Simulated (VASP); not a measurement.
HfC: single point with PBEsol

HfC:

```
CELL_PARAMETERS angstrom
0.00000 2.30363 2.30363
2.30363 0.00000 2.30363
2.30363 2.30363 0.00000
ATOMIC_POSITIONS crystal
Hf 0.50000 0.50000 0.50000
C 0.00000 0.00000 0.00000
```

```yaml
Program: VASP 6.6.1
Task: single point
Functional: PBEsol
Potentials_or_basis: VASP PAW PBE potentials, release 64 (Hf_pv, C)
Cutoff: 520 eV
k_mesh: 14 × 14 × 14
Occupations: fermi-dirac, width 0.1 eV
Spin: no spin polarisation
Dipole_correction: no
Further_INCAR_settings: ALGO = Normal; EDIFF = 1e-07; NBANDS = 14
```

```yaml
Pressure: -0.4 GPa
Band_gap_on_the_k_mesh: zero (band 7 reaches 7.06 eV, above the bottom of band 8 at 5.61 eV)
```

Levels at points of the mesh, in eV from the Fermi level:
| k point | band 4 | band 5 | band 6 | band 7 | band 8 | band 9 | band 10 | band 11 |
| --- | --- | --- | --- | --- | --- | --- | --- | --- |
| (0.00, 0.00, 0.00) | -12.40 | 1.07 | 1.07 | 1.07 | 1.38 | 1.38 | 1.38 | 3.47 |
| (0.50, 0.00, 0.00) | -8.44 | -6.28 | -3.06 | -3.06 | 5.48 | 5.48 | 5.97 | 6.68 |
| (0.50, 0.50, 0.00) | -10.46 | -2.53 | -1.90 | -0.02 | -0.02 | 5.49 | 6.97 | 6.97 |

Wall time 26 s on 1 thread of Intel(R) Xeon(R) Platinum 8488C (Sapphire Rapids) (shared host), peak memory 0.16 GiB.

Caveat: the PAW data sets were made with another functional, which shifts forces and pressure a little; spin-orbit coupling is left out, which moves the levels of the heavy elements.
